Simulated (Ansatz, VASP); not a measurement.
BaSb2Te4 in VASP and in Ansatz

File POSCAR:

```
BaSb2Te4
1.0
    0.0000000000      6.3978520000      0.0000000000
    6.3978520000      0.0000000000      0.0000000000
    3.1989260000      3.1989260000     -6.3968180000
Sb Ba Te
2 1 4
Direct
    0.7500000000      0.2500000000      0.5000000000
    0.5000000000      0.5000000000      0.0000000000
    0.0000000000      0.0000000000      0.0000000000
    0.3650000000      0.4050000000      0.7300000000
    0.5950000000      0.0950000000      0.2700000000
    0.9050000000      0.8650000000      0.7300000000
    0.1350000000      0.6350000000      0.2700000000
```

INCAR.step1

```
PREC = Accurate
ENCUT = 520
ISMEAR = -1
SIGMA = 0.0141
LREAL = False
LASPH = True
NELM = 60
NBANDS = 31
GGA = PE
ALGO = Normal
EDIFF = 1E-4
LWAVE = True
LCHARG = False
```

Contents of INCAR.step2:

```
PREC = Accurate
ENCUT = 520
EDIFF = 1E-6
ISMEAR = -1
SIGMA = 0.0141
LREAL = False
LASPH = True
NELM = 60
ALGO = Normal
ISIF = 2
LWAVE = False
LCHARG = False
METAGGA = R2SCAN
LMIXTAU = True
NBANDS = 31
ISTART = 1
```

File KPOINTS:

```
Automatic mesh
0
Gamma
  5 5 5
```

Input for Ansatz:

```yaml
crystal:
  lattice:
    - [0.0, 6.397852, 0.0]
    - [6.397852, 0.0, 0.0]
    - [3.198926, 3.198926, -6.396818]
  atoms:
    - { symbol: Sb, position: [0.75, 0.25, 0.5] }
    - { symbol: Ba, position: [0.0, 0.0, 0.0] }
    - { symbol: Te, position: [0.365, 0.405, 0.73] }
    - { symbol: Te, position: [0.595, 0.095, 0.27] }
    - { symbol: Te, position: [0.905, 0.865, 0.73] }
    - { symbol: Te, position: [0.135, 0.635, 0.27] }
    - { symbol: Sb, position: [0.5, 0.5, 0.0] }
  symmetry: { tolerance: 0.0003 }
kpoints:
  mp_grid: { grid: [5, 5, 5], shift: [0, 0, 0] }
  band_path:
    path:
      - [0.0, 0.0, 0.0]
      - [0.5, -0.5, 0.0]
      - [0.5, -0.5, 0.25]
      - [0.0, -0.5, 0.0]
      - [0.0, 0.0, 0.0]
      - [0.0, 0.0, 0.5]
      - [0.0, -0.37495959, 0.31252021]
      - [0.0, -0.62504041, -0.31252021]
      - [0.0, 0.0, 0.0]
      - [0.5, -0.5, 0.0]
      - [0.37495959, -0.62504041, -0.12504041]
    npoints: 6
magnetization:
  spin_polarized: false
scf:
  occupations: { method: fermi_dirac, width: 0.0141 }
  lower_state_search: "off"
  max_iter: 200
hamiltonian:
  pseudopotentials: { kind: paw }
  xc: r2scan
basis:
  ecutwfc: 500
  fft_grid_basis: typed
output:
  forces: true
  stress: true
  eigenvalues: true
  bader: true
  populations: true
  elf: true
  write_potential: true
  volumetric_format: npy
  dos:
    e_range: [-12, 8]
    de: 0.05
    projected: { site_lists: { Ba: [Ba], Sb: [Sb], Te: [Te] } }
checkpoint:
  read: saved_state
```

Alike in both runs: task single point; functional r2SCAN; k mesh 5 × 5 × 5; occupations fermi-dirac, width 0.0141 eV; no spin polarisation.

```csv
,VASP,Ansatz
version,VASP 6.6.1,Ansatz 0.2.0
potentials or method,"VASP PAW PBE potentials, release 64 (Sb, Ba_sv, Te), cutoff 520 eV",PAW plane waves
valence electrons in the cell,44,104
```

|  | VASP | Ansatz | Ansatz less VASP |
| --- | --- | --- | --- |
| pressure (GPa) | 11.9 | 11.5 | -0.40 |
| rms of the force components (eV/Å) | 1.336 | 1.278 | -0.0577 |

VASP's potentials were made for PBE, not for r2SCAN. The functional is the same, so the differences come from potentials, cutoffs and numerics. VASP's potentials hold 44 valence electrons a cell and Ansatz's 104, so a difference there can come from the potentials and not from the codes.

Neither program's run includes spin-orbit coupling.
